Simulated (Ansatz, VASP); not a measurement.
C: VASP beside Ansatz

The input INCAR:

```
SYSTEM = C
PREC     = Accurate       ! precision mode
ENCUT    = 520            ! plane-wave cutoff, eV
EDIFF    = 1E-6           ! SCF threshold, eV
ISMEAR   = 0              ! smearing method
SIGMA    = 0.1            ! smearing width, eV
LREAL    = .False.        ! projectors in reciprocal space
LASPH    = .True.         ! aspherical terms in the spheres
NELM     = 80             ! most SCF steps
ALGO     = Normal         ! electronic algorithm
ISIF     = 2              ! what is computed and relaxed
LWAVE    = .False.        ! write WAVECAR
LCHARG   = .False.        ! write CHGCAR
LDIPOL   = .True.       
IDIPOL   = 3            
DIPOL    = 0.5 0.5 0.500
GGA      = PE             ! functional
IVDW     = 12             ! dispersion correction
IBRION   = 2              ! ionic algorithm
NSW      = 80             ! ionic steps
EDIFFG   = -0.02          ! ionic threshold
```

The input KPOINTS:

```
regular mesh
0
Gamma
  15 15 1
  0 0 0
```

POSCAR

```
C
1.0
    2.4649796689      0.0000000000      0.0000000000
   -1.2324898345      2.1347350131      0.0000000000
    0.0000000000      0.0000000000     21.7384333923
C
6
Direct
    0.0000000000      0.0000000000      0.3450110732
    0.3333333333      0.6666666667      0.3450110624
    0.0000000000      0.0000000000      0.5000000054
    0.6666666667      0.3333333333      0.4999999946
    0.0000000000      0.0000000000      0.6549889376
    0.3333333333      0.6666666667      0.6549889268
```

Input for Ansatz:

```yaml
crystal:
  lattice:
    - [2.4649796689, 0.0, 0.0]
    - [-1.2324898345, 2.1347350131, 0.0]
    - [0.0, 0.0, 21.7384333923]
  atoms:
    - { symbol: C, position: [0.0, 0.0, 0.3450110732] }
    - { symbol: C, position: [0.3333333333, 0.6666666667, 0.3450110624] }
    - { symbol: C, position: [0.0, 0.0, 0.5000000054] }
    - { symbol: C, position: [0.6666666667, 0.3333333333, 0.4999999946] }
    - { symbol: C, position: [0.0, 0.0, 0.6549889376] }
    - { symbol: C, position: [0.3333333333, 0.6666666667, 0.6549889268] }
basis:
  ecutwfc: 420
kpoints:
  mp_grid: { grid: [15, 15, 1] }
hamiltonian:
  xc: pbe
  dispersion: d3bj
scf:
  occupations: { method: gaussian, width: 0.1 }
output:
  forces: true
  eigenvalues: true
  write_density: true
  write_potential: true
  elf: true
  volumetric_format: npy
relax:
  adjacent_minimum: "off"
  f_tol: 0.02
  max_steps: 60
efield:
  axis: 3
  dipole_correction: true
  ramp_width: 0.04
```

Alike in both runs: task relaxation of the atoms; functional PBE; dispersion D3(BJ); k mesh 15 × 15 × 1; occupations gaussian, width 0.1 eV; no spin polarisation.

|  | VASP | Ansatz |
| --- | --- | --- |
| version | VASP 6.6.1 | Ansatz 0.2.0 |
| potentials or method | VASP PAW PBE potentials, release 64 (C), cutoff 520 eV | scalar-relativistic, plane waves, PAW |
| valence electrons in the cell | 24 | 24 |

|  | VASP | Ansatz | Ansatz less VASP |
| --- | --- | --- | --- |
| gap on the k mesh at the Fermi level, each at its own relaxed structure (eV) | 0.01 | 0.01 | 0.000 |

Ansatz's warnings: xc potential rough in thin density.

Noted on VASP's run: the relaxation stopped at its first step, so nothing moved.
